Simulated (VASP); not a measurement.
# NbSb (P6_3mc) in VASP: a series of runs

The runs below take NbSb through single point, with PBEsol.

Program: VASP 6.6.1. These are calculated values, not measurements. Logs are shortened: lines on timing, memory, paths and dates and some standing lists are left out, and cuts for length are marked.

## Step 1: The cell of the first run

The structure is hexagonal, space group P6_3mc (No. 186). The conventional cell has a = 3.133 Å, b = 3.133 Å, c = 10.055 Å, α = 90.00°, β = 90.00°, γ = 120.00°. Nb (site symmetry 3m) has 4 Sb at 2.79 to 2.88 Å and 6 Nb at 3.13 Å within 3.7 Å. Sb (site symmetry 3m) has 4 Nb at 2.79 to 2.88 Å and 6 Sb at 3.13 Å within 3.7 Å.

## Step 2: Single point, PBEsol

Contents of INCAR:

```
  PREC = Accurate
  ENCUT = 520
  EDIFF = 1E-7
  ISMEAR = 0
  SIGMA = 0.05
  LREAL = False
  LASPH = True
  NELM = 100
  ALGO = Normal
  ISIF = 2
  LWAVE = False
  LCHARG = False
  GGA = PS
  NBANDS = 26
```

Contents of KPOINTS:

```
regular mesh
0
Gamma
  10 10 6
```

Contents of POSCAR:

```
NbSb
1.0
    3.1332512315      0.0000000000      0.0000000000
   -1.5666256157      2.7134751629      0.0000000000
    0.0000000000      0.0000000000     10.0547591150
Nb Sb
2 2
Direct
    0.6666666667      0.3333333333     -0.0488632132
    0.3333333333      0.6666666667      0.4511367868
    0.6666666667      0.3333333333      0.6740632132
    0.3333333333      0.6666666667      0.1740632132
```

Potentials or basis: VASP PAW PBE potentials, release 64 (Nb_sv, Sb).

Command:

```bash
$ cat potpaw_PBE.64/Nb_sv/POTCAR potpaw_PBE.64/Sb/POTCAR > POTCAR
$ mpirun -np 1 vasp_std > vasp.out
```

OUTCAR:

```text
PREC = Accurate
   ENCUT = 520
   EDIFF = 1E-7
   ISMEAR = 0
   LREAL = False
   LASPH = True
   NELM = 100
   ISIF = 2
   GGA = PS

 ion  position               nearest neighbor table
   1  0.667  0.333  0.951-   3 2.79   4 2.88   4 2.88   4 2.88
   2  0.333  0.667  0.451-   4 2.79   3 2.88   3 2.88   3 2.88
   3  0.667  0.333  0.674-   1 2.79   2 2.88   2 2.88   2 2.88
   4  0.333  0.667  0.174-   2 2.79   1 2.88   1 2.88   1 2.88

  LATTYP: Found a hexagonal cell.
 ALAT       =     3.1332512315
 C/A-ratio  =     3.2090497608

  Lattice vectors:

 A1 = (   3.1332512315,   0.0000000000,   0.0000000000)
 A2 = (  -1.5666256157,   2.7134751629,   0.0000000000)
 A3 = (   0.0000000000,   0.0000000000,  10.0547591150)

Analysis of symmetry for initial positions (statically):
=====================================================================
 Subroutine PRICEL returns:
 Original cell was already a primitive cell.

 Routine SETGRP: Setting up the symmetry group for a
 hexagonal supercell.

 Subroutine GETGRP returns: Found 12 space group operations
 (whereof  6 operations were pure point group operations)
 out of a pool of 24 trial point group operations.

The static configuration has the point symmetry C_3v.
 The point group associated with its full space group is C_6v.

Analysis of symmetry for dynamics (positions and initial velocities):
=====================================================================
 Subroutine PRICEL returns:
 Original cell was already a primitive cell.

 Routine SETGRP: Setting up the symmetry group for a
 hexagonal supercell.

 Subroutine GETGRP returns: Found 12 space group operations
 (whereof  6 operations were pure point group operations)
 out of a pool of 24 trial point group operations.

The dynamic configuration has the point symmetry C_3v.
 The point group associated with its full space group is C_6v.

 Subroutine INISYM returns: Found 12 space group operations
 (whereof  6 operations are pure point group operations),
 and found     1 'primitive' translations

----------------------------------------------------------------------------------------

                                     Primitive cell

  volume of cell :      85.4856

  direct lattice vectors                    reciprocal lattice vectors
     3.133251232  0.000000000  0.000000000     0.319157299  0.184265552  0.000000000
[... 90 lines left out ...]
   EDIFF  = 0.1E-06   stopping-criterion for ELM
   LREAL  =      F    real-space projection
   EDIFFG = 0.1E-05   stopping-criterion for IOM
   NSW    =      0    number of steps for IOM
   IBRION =     -1    ionic relax: 0-MD 1-quasi-New 2-CG
   NFREE  =      0    steps in history (QN), initial steepest desc. (CG)
   ISIF   =      2    stress and relaxation
   ISYM   =      2    0-nonsym 1-usesym 2-fastsym
   POTIM  = 0.5000    time-step for ionic-motion
   TEBEG  =    0.0;   TEEND  =   0.0 temperature during run
   PSTRESS=    0.0 pullay stress
   NELECT =      36.0000    total number of electrons
   NUPDOWN=      -1.0000    fix difference up-down
   EMIN   =  10.00;   EMAX   =-10.00  energy-range for DOS
   EFERMI =   0.00;   METHOD = LEGACY
   ISMEAR =     0;   SIGMA  =   0.05  broadening in eV -4-tet -1-fermi 0-gaus
   EFERMI_NEDOS =   21; number of points for ismear=-14 and -15
   IALGO  =     38    algorithm
   IMIX   =      4    mixing-type and parameters
     AMIX     =   0.40;   BMIX     =  1.00
     AMIX_MAG =   1.60;   BMIX_MAG =  1.00
  volume/ion in A,a.u.               =      21.37       144.22
  Fermi-wavevector in a.u.,A,eV,Ry     =   1.227095  2.318873 20.487128  1.505761
  Thomas-Fermi vector in A             =   2.362071
   LORBIT       =      0    0 simple, 1 ext, 2 COOP (PROOUT), +10 PAW based schemes
   GGA     = PS    functional components
   LHFCALC =     F    Hartree Fock is set to
   AEXX    =    0.0000 exact exchange contribution
   IVDW    =     0    specifies the selected vdW correction
   LEPSILON=     F    determine dielectric tensor
   LRPA    =     F    only Hartree local field effects (RPA)
 non-spin polarized calculation
 Gauss-broadening in eV      SIGMA  =   0.05
  energy-cutoff  :      520.00
  volume of cell :       85.49
 maximum number of plane-waves:      2322
 NGX is ok and might be reduce to    24
   NGX = 11   NGY = 11   NGZ = 37

 number of electron      36.0000000 magnetization

 Free energy of the ion-electron system (eV)
  ---------------------------------------------------
  ext. energy  EPLUGINS =         0.00000000
  ---------------------------------------------------
  free energy    TOTEN  =       -29.63336587 eV

  energy without entropy =      -29.62371628  energy(sigma->0) =      -29.62854108

 E-fermi :  10.2169     XC(G=0): -11.5035

 val. band max:       10.2055485007   @ k =   0.1000   0.0000   0.3333
 cond. band min:      10.2186742600   @ k =   0.3000   0.0000   0.3333
 fundamental gap:      0.0131257593
 Fermi energy:        10.2169125141

 k-point     1 :       0.0000    0.0000    0.0000
  band No.  band energies     occupation
      1     -44.5713      2.00000
      2     -44.5712      2.00000
      3     -20.8275      2.00000
      4     -20.8202      2.00000
      5     -20.2894      2.00000
      6     -20.2894      2.00000
[... 685 lines left out ...]
     25      14.2944      0.00000
     26      14.6144      0.00000

 [... further k-points ...]

------------------------ aborting loop because EDIFF is reached ----------------------------------------

  FORCE on cell =-STRESS in cart. coord.  units (eV):
  Direction    XX          YY          ZZ          XY          YZ          ZX
  --------------------------------------------------------------------------------------
  -------------------------------------------------------------------------------------
  Total        0.0226790      0.0226790     -0.0370861      0.0000000      0.0000000     -0.0000000
  in kB        0.4250522      0.4250522     -0.6950705      0.0000000      0.0000000     -0.0000000
  external PRESSURE =       0.0516780 kB  Pullay stress =       0.0000000 kB

 VOLUME and BASIS-vectors are now :
 -----------------------------------------------------------------------------
  energy-cutoff  :      520.00
  volume of cell :       85.49
      direct lattice vectors                 reciprocal lattice vectors
     3.133251232  0.000000000  0.000000000     0.319157299  0.184265552  0.000000000
    -1.566625616  2.713475163  0.000000000     0.000000000  0.368531105  0.000000000
     0.000000000  0.000000000 10.054759115     0.000000000  0.000000000  0.099455391

 POSITION                                       TOTAL-FORCE (eV/Angst)
 -----------------------------------------------------------------------------------
      1.56663      0.90449      9.56345         0.000000     -0.000000     -0.012359
     -0.00000      1.80898      4.53607        -0.000000      0.000000     -0.012359
      1.56663      0.90449      6.77754         0.000000      0.000000      0.012359
     -0.00000      1.80898      1.75016         0.000000     -0.000000      0.012359
 -----------------------------------------------------------------------------------
    total drift:                               -0.000000     -0.000000      0.000323

  FREE ENERGIE OF THE ION-ELECTRON SYSTEM (eV)
  ---------------------------------------------------
  free  energy   TOTEN  =       -29.6333658727 eV

  energy  without entropy=      -29.6237162841  energy(sigma->0) =      -29.62854108
```

It took 98 s on 1 thread of Intel Xeon Platinum 8259CL at 2.50GHz (Skylake/Cascade Lake), shared host; peak memory 0.27 GiB.

What came out:

```
Free energy            : -29.6334 eV
Pressure               : 0.0 GPa
Largest force          : 0.012 eV/Å
Band gap on the k mesh : zero (bands 18 and 19 overlap by 1.16 eV)
```

Forces in eV/Å, atoms in the order of the input:
```
Nb   0.000  0.000 -0.012
Nb   0.000  0.000 -0.012
Sb   0.000  0.000  0.012
Sb   0.000  0.000  0.012
```

Levels at points of the mesh, in eV from the Fermi level:
```
           k point  band 16  band 17  band 18  band 19  band 20  band 21
(0.00, 0.00, 0.00)     0.27     0.29     0.29     1.69     1.69     1.99
(0.50, 0.00, 0.00)    -1.66    -0.65    -0.10     0.24     0.83     2.83
(0.00, 0.00, 0.50)     0.28     0.28     0.28     1.83     1.83     1.83
(0.50, 0.00, 0.50)    -2.02     0.27     0.27     0.39     0.39     2.43
```

Caveat: the PAW data sets were made with another functional, which shifts forces and pressure a little; spin-orbit coupling is left out, which moves the levels of the heavy elements.

## Step 3: Single point, PBEsol (21.80 Å³/atom)

This run uses another cell than the first one, of 21.80 Å³/atom.

Contents of INCAR:

```
PREC     = Accurate       # precision mode
ENCUT    = 520            # plane-wave cutoff, eV
EDIFF    = 1E-7           # SCF threshold, eV
ISMEAR   = 0              # smearing method
SIGMA    = 0.05           # smearing width, eV
LREAL    = F              # projectors in reciprocal space
LASPH    = T              # aspherical terms in the spheres
NELM     = 80             # most SCF steps
ALGO     = Normal         # electronic algorithm
ISIF     = 2              # what is computed and relaxed
LWAVE    = F              # write WAVECAR
LCHARG   = F              # write CHGCAR
GGA      = PS             # functional
NBANDS   = 26             # bands
```

KPOINTS is that of step 2.

Contents of POSCAR:

```
NbSb
1.0
    3.1592532554      0.0000000000      0.0000000000
   -1.5796266277      2.7359935762      0.0000000000
    0.0000000000      0.0000000000     10.0877287750
Nb Sb
2 2
Direct
    0.6666666667      0.3333333333     -0.0484090866
    0.3333333333      0.6666666667      0.4515909134
    0.6666666667      0.3333333333      0.6736090866
    0.3333333333      0.6666666667      0.1736090866
```

Potentials or basis: VASP PAW PBE potentials, release 64 (Nb_sv, Sb).

Command:

```bash
$ cat potpaw_PBE.64/Nb_sv/POTCAR potpaw_PBE.64/Sb/POTCAR > POTCAR
$ mpirun -np 1 vasp_std > vasp.out
```

OUTCAR:

```text
PREC = Accurate
   ENCUT = 520
   EDIFF = 1E-7
   ISMEAR = 0
   LREAL = F
   LASPH = T
   NELM = 80
   ISIF = 2
   GGA = PS

 ion  position               nearest neighbor table
   1  0.667  0.333  0.952-   3 2.80   4 2.89   4 2.89   4 2.89
   2  0.333  0.667  0.452-   4 2.80   3 2.89   3 2.89   3 2.89
   3  0.667  0.333  0.674-   1 2.80   2 2.89   2 2.89   2 2.89
   4  0.333  0.667  0.174-   2 2.80   1 2.89   1 2.89   1 2.89

  LATTYP: Found a hexagonal cell.
 ALAT       =     3.1592532554
[... 895 lines left out ...]

  FORCE on cell =-STRESS in cart. coord.  units (eV):
  Direction    XX          YY          ZZ          XY          YZ          ZX
  --------------------------------------------------------------------------------------
  -------------------------------------------------------------------------------------
  Total       -1.1721367     -1.1721367     -1.2360194      0.0000000      0.0000000      0.0000000
  in kB      -21.5375320    -21.5375320    -22.7113508      0.0000000      0.0000000      0.0000000
  external PRESSURE =     -21.9288050 kB  Pullay stress =       0.0000000 kB

 VOLUME and BASIS-vectors are now :
 -----------------------------------------------------------------------------
  energy-cutoff  :      520.00
  volume of cell :       87.20
      direct lattice vectors                 reciprocal lattice vectors
     3.159253255  0.000000000  0.000000000     0.316530496  0.182748967  0.000000000
    -1.579626628  2.735993576  0.000000000     0.000000000  0.365497934  0.000000000
     0.000000000  0.000000000 10.087728775     0.000000000  0.000000000  0.099130342

 POSITION                                       TOTAL-FORCE (eV/Angst)
 -----------------------------------------------------------------------------------
      1.57963      0.91200      9.59939        -0.000000      0.000000     -0.014833
     -0.00000      1.82400      4.55553         0.000000      0.000000     -0.014833
      1.57963      0.91200      6.79519         0.000000      0.000000      0.014833
     -0.00000      1.82400      1.75132        -0.000000      0.000000      0.014833
 -----------------------------------------------------------------------------------
    total drift:                               -0.000000     -0.000000     -0.000396

  FREE ENERGIE OF THE ION-ELECTRON SYSTEM (eV)
  ---------------------------------------------------
  free  energy   TOTEN  =       -29.6219293827 eV

  energy  without entropy=      -29.6124612971  energy(sigma->0) =      -29.61719534
```

stdout:

```text
POSCAR found type information on POSCAR NbSb
 POSCAR found :  2 types and       4 ions
 scaLAPACK will be used
 -----------------------------------------------------------------------------
|                                                                             |
|                                                                             |
|     You enforced a specific xc type in the INCAR file but a different       |
|     I HOPE YOU KNOW WHAT YOU ARE DOING!                                     |
|                                                                             |
 -----------------------------------------------------------------------------

 LDA part: xc-table for (Slater+PW92), standard interpolation
 POSCAR, INCAR and KPOINTS ok, starting setup
 FFT: planning ... GRIDC
 FFT: planning ... GRID_SOFT
 FFT: planning ... GRID
 WAVECAR not read
 entering main loop
```

Wall time 1.7 min (1 thread of Intel Xeon Platinum 8259CL at 2.50GHz (Skylake/Cascade Lake), shared host); peak memory 0.27 GiB.

Results:

```yaml
Free_energy: -29.6219 eV
Pressure: -2.2 GPa
Largest_force: 0.015 eV/Å
Band_gap_on_the_k_mesh: zero (bands 18 and 19 overlap by 1.10 eV)
```

Forces in eV/Å, atoms in the order of the input:
```
Nb   0.000  0.000 -0.015
Nb   0.000  0.000 -0.015
Sb   0.000  0.000  0.015
Sb   0.000  0.000  0.015
```

Caveat: the PAW data sets were made with another functional, which shifts forces and pressure a little; spin-orbit coupling is left out, which moves the levels of the heavy elements.
